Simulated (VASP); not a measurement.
# W: single point with PBEsol

The system is W.

```xyz
1
Lattice="-1.5115 1.5115 1.5115 1.5115 -1.5115 1.5115 1.5115 1.5115 -1.5115" Properties=species:S:1:pos:R:3 pbc="T T T"
W     0.0000    0.0000    0.0000
```

```yaml
Program: VASP 6.6.1
Task: single point
Functional: PBEsol
Potentials_or_basis: VASP PAW PBE potentials, release 64 (W_sv)
Cutoff: 520 eV
k_mesh: 23 × 23 × 23
Occupations: fermi-dirac, width 0.1 eV
Spin: no spin polarisation
```

```yaml
Pressure: 55.0 GPa
Band_gap_on_the_k_mesh: zero (bands 7 and 8 overlap by 7.44 eV)
```

Levels at points of the mesh, in eV from the Fermi level:
```
           k point  band 3  band 4  band 5  band 6  band 7  band 8  band 9  band 10  band 11  band 12
(0.00, 0.00, 0.00)  -37.33  -37.33  -10.43   -1.54   -1.54   -1.54    2.52     2.52    14.79    14.79
```

It took 39 s on 1 thread of Intel(R) Xeon(R) Platinum 8259CL CPU @ 2.50GHz (Skylake/Cascade Lake) (shared host), peak memory 0.17 GiB.

Caveat: the cell stands under pressure; the PAW data sets were made with another functional, which shifts forces and pressure a little; spin-orbit coupling is left out, which moves the levels of the heavy elements.
